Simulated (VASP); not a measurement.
# NbC (Fm-3m) in VASP: single point with LDA

Aim: the single point of NbC with LDA.

All numbers are computed with VASP 6.6.1; they aren't measurements. Logs are shortened: lines on timing, memory, paths and dates and some standing lists are left out, and cuts for length are marked.

## 1. The cell of the first run

Symmetry: Fm-3m, No. 225, cubic system. The conventional cell has a = 4.400 Å, b = 4.400 Å, c = 4.400 Å, α = 90.00°, β = 90.00°, γ = 90.00°. Nb (site symmetry m-3m) has 6 C at 2.20 Å within 2.9 Å. Within 2.9 Å of C (site symmetry m-3m) lie 6 Nb at 2.20 Å.

## 2. Single point, LDA

Contents of INCAR:

```
PREC = Accurate ; ENCUT = 600
EDIFF = 1E-6 ; ISMEAR = 0
SIGMA = 0.1 ; LREAL = F
LASPH = T ; NELM = 120
ALGO = Normal ; ISIF = 2
LWAVE = F ; LCHARG = F
GGA = CA ; NBANDS = 16
GGA_COMPAT = F
```

Contents of KPOINTS:

```
Automatic mesh
0
Gamma
  8 8 8
```

Contents of POSCAR:

```
NbC
1.0
    0.0000000000      2.2000000000      2.2000000000
    2.2000000000      0.0000000000      2.2000000000
    2.2000000000      2.2000000000      0.0000000000
Nb C
1 1
Direct
    0.0000000000      0.0000000000      0.0000000000
    0.5000000000      0.5000000000      0.5000000000
```

Potentials or basis: VASP PAW LDA potentials, release 64 (Nb_sv, C).

Started as:

```console
> cat potpaw_LDA.64/Nb_sv/POTCAR potpaw_LDA.64/C/POTCAR > POTCAR
> mpirun -np 1 vasp_std > vasp.out
```

OUTCAR:

```text
PREC = Accurate
   ENCUT = 600
   EDIFF = 1E-6
   ISMEAR = 0
   LREAL = F
   LASPH = T
   NELM = 120
   ISIF = 2
   GGA = CA

 ion  position               nearest neighbor table
   1  0.000  0.000  0.000-   2 2.20   2 2.20   2 2.20   2 2.20   2 2.20   2 2.20
   2  0.500  0.500  0.500-   1 2.20   1 2.20   1 2.20   1 2.20   1 2.20   1 2.20

  LATTYP: Found a face centered cubic cell.
 ALAT       =     4.4000000000

  Lattice vectors:

 A1 = (   0.0000000000,   2.2000000000,   2.2000000000)
 A2 = (   2.2000000000,   0.0000000000,   2.2000000000)
 A3 = (   2.2000000000,   2.2000000000,   0.0000000000)

Analysis of symmetry for initial positions (statically):
=====================================================================
 Subroutine PRICEL returns:
 Original cell was already a primitive cell.

 Routine SETGRP: Setting up the symmetry group for a
 face centered cubic supercell.

 Subroutine GETGRP returns: Found 48 space group operations
 (whereof 48 operations were pure point group operations)
 out of a pool of 48 trial point group operations.

The static configuration has the point symmetry O_h .

Analysis of symmetry for dynamics (positions and initial velocities):
=====================================================================
 Subroutine PRICEL returns:
 Original cell was already a primitive cell.

 Routine SETGRP: Setting up the symmetry group for a
 face centered cubic supercell.

 Subroutine GETGRP returns: Found 48 space group operations
 (whereof 48 operations were pure point group operations)
 out of a pool of 48 trial point group operations.

The dynamic configuration has the point symmetry O_h .

 Subroutine INISYM returns: Found 48 space group operations
 (whereof 48 operations are pure point group operations),
 and found     1 'primitive' translations

----------------------------------------------------------------------------------------

                                     Primitive cell

  volume of cell :      21.2960

  direct lattice vectors                    reciprocal lattice vectors
     0.000000000  2.200000000  2.200000000    -0.227272727  0.227272727  0.227272727
     2.200000000  0.000000000  2.200000000     0.227272727 -0.227272727  0.227272727
     2.200000000  2.200000000  0.000000000     0.227272727  0.227272727 -0.227272727

  length of vectors
     3.111269837  3.111269837  3.111269837     0.393647911  0.393647911  0.393647911

  position of ions in fractional coordinates (direct lattice)
     0.000000000  0.000000000  0.000000000
     0.500000000  0.500000000  0.500000000

  ion indices of the primitive-cell ions
   primitive index   ion index
                 1           1
                 2           2

----------------------------------------------------------------------------------------

 KPOINTS: Automatic mesh

Automatic generation of k-mesh.
 Grid dimensions read from file:
 generate k-points for:    8    8    8

 Generating k-lattice:

  Cartesian coordinates                     Fractional coordinates (reciprocal lattice)
    -0.028409091  0.028409091  0.028409091     0.125000000  0.000000000  0.000000000
     0.028409091 -0.028409091  0.028409091     0.000000000  0.125000000  0.000000000
     0.028409091  0.028409091 -0.028409091     0.000000000  0.000000000  0.125000000

  Length of vectors
     0.049205989  0.049205989  0.049205989

  Shift w.r.t. Gamma in fractional coordinates (k-lattice)
     0.000000000  0.000000000  0.000000000

 Subroutine IBZKPT returns following result:
 ===========================================

 Found     29 irreducible k-points:

 Following reciprocal coordinates:
            Coordinates               Weight
  0.000000  0.000000  0.000000      1.000000
  0.125000  0.000000  0.000000      8.000000
  0.250000  0.000000  0.000000      8.000000
  0.375000  0.000000  0.000000      8.000000
  0.500000  0.000000  0.000000      4.000000
  0.125000  0.125000  0.000000      6.000000
[... 16 lines left out ...]
  0.500000  0.250000  0.125000     48.000000
 -0.375000  0.250000  0.125000     24.000000
 [... further k-points ...]
   k-points           NKPTS =     29   k-points in BZ     NKDIM =     29   number of bands    NBANDS=     16
   number of dos      NEDOS =    301   number of ions     NIONS =      2
   total plane-waves  NPLWV =  21952
   dimension x,y,z NGX =    28 NGY =   28 NGZ =   28
   dimension x,y,z NGXF=    56 NGYF=   56 NGZF=   56
   ions per type =               1   1
   NGX,Y,Z   is equivalent  to a cutoff of  14.96, 14.96, 14.96 a.u.
   NGXF,Y,Z  is equivalent  to a cutoff of  29.92, 29.92, 29.92 a.u.
 SYSTEM =  unknown system
   PREC   = accura    normal or accurate (medium, high low for compatibility)
   ISTART =      0    job   : 0-new  1-cont  2-samecut
   ICHARG =      2    charge: 1-file 2-atom 10-const
   ISPIN  =      1    spin polarized calculation?
   LNONCOLLINEAR =      F non collinear calculations
   LSORBIT =      F    spin-orbit coupling
   LASPH  =      T    aspherical Exc in radial PAW
   ENCUT  =  600.0 eV  44.10 Ry    6.64 a.u.   6.21  6.21  6.21*2*pi/ulx,y,z
   NELM   =    120;   NELMIN=  2; NELMDL= -5     # of ELM steps
   EDIFF  = 0.1E-05   stopping-criterion for ELM
   LREAL  =      F    real-space projection
   EDIFFG = 0.1E-04   stopping-criterion for IOM
   NSW    =      0    number of steps for IOM
   IBRION =     -1    ionic relax: 0-MD 1-quasi-New 2-CG
   NFREE  =      0    steps in history (QN), initial steepest desc. (CG)
   ISIF   =      2    stress and relaxation
   ISYM   =      2    0-nonsym 1-usesym 2-fastsym
   POTIM  = 0.5000    time-step for ionic-motion
   TEBEG  =    0.0;   TEEND  =   0.0 temperature during run
   PSTRESS=    0.0 pullay stress
   NELECT =      17.0000    total number of electrons
   NUPDOWN=      -1.0000    fix difference up-down
   EMIN   =  10.00;   EMAX   =-10.00  energy-range for DOS
   EFERMI =   0.00;   METHOD = LEGACY
   ISMEAR =     0;   SIGMA  =   0.10  broadening in eV -4-tet -1-fermi 0-gaus
   EFERMI_NEDOS =   21; number of points for ismear=-14 and -15
   IALGO  =     38    algorithm
   IMIX   =      4    mixing-type and parameters
     AMIX     =   0.40;   BMIX     =  1.00
     AMIX_MAG =   1.60;   BMIX_MAG =  1.00
  volume/ion in A,a.u.               =      10.65        71.86
  Fermi-wavevector in a.u.,A,eV,Ry     =   1.518653  2.869837 31.379197  2.306306
  Thomas-Fermi vector in A             =   2.627744
   LORBIT       =      0    0 simple, 1 ext, 2 COOP (PROOUT), +10 PAW based schemes
   GGA     = CA    functional components
   LHFCALC =     F    Hartree Fock is set to
   AEXX    =    0.0000 exact exchange contribution
   IVDW    =     0    specifies the selected vdW correction
   LEPSILON=     F    determine dielectric tensor
   LRPA    =     F    only Hartree local field effects (RPA)
 non-spin polarized calculation
 Gauss-broadening in eV      SIGMA  =   0.10
  energy-cutoff  :      600.00
  volume of cell :       21.30
 maximum number of plane-waves:       725
 NGX is ok and might be reduce to    28
   NGX = 13   NGY = 13   NGZ = 13

 number of electron      17.0000000 magnetization

 Free energy of the ion-electron system (eV)
  ---------------------------------------------------
  ext. energy  EPLUGINS =         0.00000000
  ---------------------------------------------------
  free energy    TOTEN  =       -22.63126874 eV

  energy without entropy =      -22.62716247  energy(sigma->0) =      -22.62921561

 E-fermi :  13.2716     XC(G=0): -13.5379

 val. band max:       12.9894703890   @ k =   0.3750   0.1250   0.0000
 cond. band min:      13.2937512933   @ k =  -0.2500   0.1250   0.0000
 fundamental gap:      0.3042809043
 Fermi energy:        13.2715850216

 k-point     1 :       0.0000    0.0000    0.0000
  band No.  band energies     occupation
      1     -42.2190      2.00000
      2     -18.0531      2.00000
      3     -18.0531      2.00000
      4     -18.0531      2.00000
      5      -0.3979      2.00000
      6      11.7103      2.00000
[... 8 lines left out ...]
     15      23.1288      0.00000
     16      36.3246      0.00000

 k-point     2 :       0.1250    0.0000    0.0000
  band No.  band energies     occupation
      1     -42.1993      2.00000
      2     -18.2113      2.00000
      3     -18.0675      2.00000
      4     -18.0675      2.00000
      5       0.0233      2.00000
      6      10.3402      2.00000
[... 8 lines left out ...]
     15      24.1071      0.00000
     16      33.7667      0.00000

 k-point     3 :       0.2500    0.0000    0.0000
  band No.  band energies     occupation
      1     -42.1514      2.00000
      2     -18.5781      2.00000
      3     -18.1019      2.00000
      4     -18.1019      2.00000
      5       1.1330      2.00000
      6       8.3170      2.00000
[... 8 lines left out ...]
     15      26.0637      0.00000
     16      30.8660      0.00000

 k-point     4 :       0.3750    0.0000    0.0000
  band No.  band energies     occupation
      1     -42.1030      2.00000
      2     -18.9260      2.00000
      3     -18.1360      2.00000
      4     -18.1360      2.00000
      5       2.5734      2.00000
      6       6.4425      2.00000
[... 8 lines left out ...]
     15      27.4861      0.00000
     16      27.4861      0.00000

 k-point     5 :       0.5000    0.0000    0.0000
  band No.  band energies     occupation
      1     -42.0828      2.00000
      2     -19.0652      2.00000
      3     -18.1500      2.00000
      4     -18.1500      2.00000
      5       3.6095      2.00000
      6       5.2931      2.00000
[... 8 lines left out ...]
     15      25.9308      0.00000
     16      25.9308      0.00000

 k-point     6 :       0.1250    0.1250    0.0000
  band No.  band energies     occupation
      1     -42.1927      2.00000
      2     -18.1993      2.00000
      3     -18.1042      2.00000
      4     -18.1042      2.00000
      5       0.1361      2.00000
      6       9.6106      2.00000
[... 8 lines left out ...]
     15      24.4415      0.00000
     16      33.3383      0.00000

 k-point     7 :       0.2500    0.1250    0.0000
  band No.  band energies     occupation
      1     -42.1542      2.00000
      2     -18.4705      2.00000
      3     -18.1543      2.00000
      4     -18.1334      2.00000
      5       0.9210      2.00000
      6       8.1467      2.00000
[... 8 lines left out ...]
     15      26.0732      0.00000
     16      30.6854      0.00000

 k-point     8 :       0.3750    0.1250    0.0000
  band No.  band energies     occupation
      1     -42.1060      2.00000
      2     -18.8050      2.00000
      3     -18.1885      2.00000
      4     -18.1850      2.00000
      5       2.0557      2.00000
      6       6.8765      2.00000
[... 8 lines left out ...]
     15      27.3638      0.00000
     16      28.1048      0.00000

 k-point     9 :       0.5000    0.1250    0.0000
  band No.  band energies     occupation
      1     -42.0763      2.00000
      2     -18.9990      2.00000
      3     -18.2419      2.00000
      4     -18.1870      2.00000
      5       3.0329      2.00000
      6       5.8701      2.00000
[... 8 lines left out ...]
     15      26.6375      0.00000
     16      26.8622      0.00000
[... 172 lines left out ...]
 k-point    19 :       0.5000    0.3750    0.0000
  band No.  band energies     occupation
      1     -42.0444      2.00000
      2     -18.8814      2.00000
      3     -18.4452      2.00000
      4     -18.3618      2.00000
      5       1.2085      2.00000
      6       8.5076      2.00000
[... 8 lines left out ...]
     15      25.6691      0.00000
     16      29.5804      0.00000

 k-point    20 :      -0.3750    0.3750    0.0000
  band No.  band energies     occupation
      1     -42.0415      2.00000
      2     -18.7893      2.00000
      3     -18.6247      2.00000
      4     -18.3112      2.00000
      5       1.7125      2.00000
      6       7.8010      2.00000
[... 8 lines left out ...]
     15      25.6279      0.00000
     16      27.5810      0.00000

 k-point    21 :       0.5000    0.5000    0.0000
  band No.  band energies     occupation
      1     -42.0378      2.00000
      2     -18.9393      2.00000
      3     -18.3973      2.00000
      4     -18.3973      2.00000
      5       0.9072      2.00000
      6       8.6676      2.00000
[... 8 lines left out ...]
     15      25.5616      0.00000
     16      31.7209      0.00000

 k-point    22 :       0.3750    0.2500    0.1250
  band No.  band energies     occupation
      1     -42.1155      2.00000
      2     -18.6480      2.00000
      3     -18.2936      2.00000
      4     -18.1576      2.00000
      5       1.5938      2.00000
      6       7.3224      2.00000
[... 8 lines left out ...]
     15      26.8751      0.00000
     16      28.0902      0.00000

 k-point    23 :       0.5000    0.2500    0.1250
  band No.  band energies     occupation
      1     -42.0765      2.00000
      2     -18.8339      2.00000
      3     -18.3914      2.00000
      4     -18.2085      2.00000
      5       2.2843      2.00000
      6       6.7641      2.00000
[... 8 lines left out ...]
     15      26.8196      0.00000
     16      27.3000      0.00000

 k-point    24 :      -0.3750    0.2500    0.1250
  band No.  band energies     occupation
      1     -42.0603      2.00000
      2     -18.9144      2.00000
      3     -18.4172      2.00000
      4     -18.2391      2.00000
      5       2.5782      2.00000
      6       6.4891      2.00000
[... 8 lines left out ...]
     15      26.9061      0.00000
     16      27.7137      0.00000

 [... further k-points ...]

------------------------ aborting loop because EDIFF is reached ----------------------------------------

  FORCE on cell =-STRESS in cart. coord.  units (eV):
  Direction    XX          YY          ZZ          XY          YZ          ZX
  --------------------------------------------------------------------------------------
  -------------------------------------------------------------------------------------
  Total        0.8351417      0.8351417      0.8351417      0.0000000     -0.0000000      0.0000000
  in kB       62.8308188     62.8308188     62.8308188      0.0000000     -0.0000000      0.0000000
  external PRESSURE =      62.8308188 kB  Pullay stress =       0.0000000 kB

 VOLUME and BASIS-vectors are now :
 -----------------------------------------------------------------------------
  energy-cutoff  :      600.00
  volume of cell :       21.30
      direct lattice vectors                 reciprocal lattice vectors
     0.000000000  2.200000000  2.200000000    -0.227272727  0.227272727  0.227272727
     2.200000000  0.000000000  2.200000000     0.227272727 -0.227272727  0.227272727
     2.200000000  2.200000000  0.000000000     0.227272727  0.227272727 -0.227272727

 POSITION                                       TOTAL-FORCE (eV/Angst)
 -----------------------------------------------------------------------------------
      0.00000      0.00000      0.00000         0.000000      0.000000     -0.000000
      2.20000      2.20000      2.20000         0.000000      0.000000      0.000000
 -----------------------------------------------------------------------------------
    total drift:                               -0.000000      0.000000      0.000000

  FREE ENERGIE OF THE ION-ELECTRON SYSTEM (eV)
  ---------------------------------------------------
  free  energy   TOTEN  =       -22.6312687374 eV

  energy  without entropy=      -22.6271624727  energy(sigma->0) =      -22.62921561
```

It took 25 s on 1 thread of Intel Xeon 8259CL, shared host; peak memory 0.15 GiB.

What came out:

| Quantity | Value |
| --- | --- |
| Free energy | -22.6313 eV |
| Pressure | 6.3 GPa |
| Band gap on the k mesh | zero (an odd number of electrons rules out a gap without spin polarisation) |

Levels at points of the mesh, in eV from the Fermi level:
```csv
k point,band 6,band 7,band 8,band 9,band 10,band 11,band 12,band 13
"(0.00, 0.00, 0.00)",-1.56,-1.56,-1.56,-0.39,-0.39,-0.39,0.25,0.25
"(0.50, 0.00, 0.00)",-7.98,-5.51,-5.51,2.15,2.15,3.67,5.82,9.31
"(0.50, 0.50, 0.00)",-4.60,-3.93,-1.43,-1.43,2.01,3.34,3.34,6.99
```

Caveat: the cell stands under pressure.
